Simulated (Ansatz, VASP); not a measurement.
# Na in VASP and in Ansatz

INCAR

```
SYSTEM = Na
PREC     = Accurate       ! precision mode
ENCUT    = 520            ! plane-wave cutoff, eV
EDIFF    = 1E-6           ! SCF threshold, eV
ISMEAR   = 0              ! smearing method
SIGMA    = 0.1            ! smearing width, eV
LREAL    = .FALSE.        ! projectors in reciprocal space
LASPH    = .TRUE.         ! aspherical terms in the spheres
NELM     = 80             ! most SCF steps
ALGO     = Fast           ! electronic algorithm
ISIF     = 2              ! what is computed and relaxed
LWAVE    = .FALSE.        ! write WAVECAR
LCHARG   = .FALSE.        ! write CHGCAR
GGA      = PS             ! functional
NBANDS   = 10             ! bands
```

Contents of KPOINTS:

```
Automatic mesh
0
G
  6 6 6
  0 0 0
```

File POSCAR:

```
Na
1.0
    6.8622273770      0.0000000000      0.0000000000
    0.0000000000      6.8622273770      0.0000000000
    0.0000000000      0.0000000000      6.8622273770
Na
1
Direct
    0.0000000000      0.0000000000      0.0000000000
```

Input for Ansatz:

```yaml
crystal:
  lattice:
    - [6.862227377, 0.0, 0.0]
    - [0.0, 6.862227377, 0.0]
    - [0.0, 0.0, 6.862227377]
  atoms:
    - { symbol: Na, position: [0.0, 0.0, 0.0] }
basis:
  ecutwfc: 420
kpoints:
  mp_grid: { grid: [6, 6, 6] }
hamiltonian:
  xc: pbesol
scf:
  occupations: { method: gaussian, width: 0.1 }
output:
  forces: true
  stress: true
  eigenvalues: true
```

Alike in both runs: task single point; functional PBEsol; k mesh 6 × 6 × 6; occupations gaussian, width 0.1 eV; no spin polarisation.

|  | VASP | Ansatz |
| --- | --- | --- |
| version | VASP 6.6.1 | Ansatz 0.2.0 |
| potentials or method | VASP PAW PBE potentials, release 64 (Na_pv), cutoff 520 eV | scalar-relativistic, plane waves, PAW |
| valence electrons in the cell | 7 | 9 |

|  | VASP | Ansatz | Ansatz less VASP |
| --- | --- | --- | --- |
| gap on the k mesh at the Fermi level (eV) | none | none | - |
| pressure (GPa) | -0.2 | -0.2 | 0.00 |

VASP's potentials were made for PBE, not for PBEsol. A gap of «none» marks a metal or a gap that the smearing closes. With one functional, cell and mesh, what is left measures potentials, basis and numerics. VASP's potentials hold 7 valence electrons a cell and Ansatz's 9, so a difference there can come from the potentials and not from the codes.
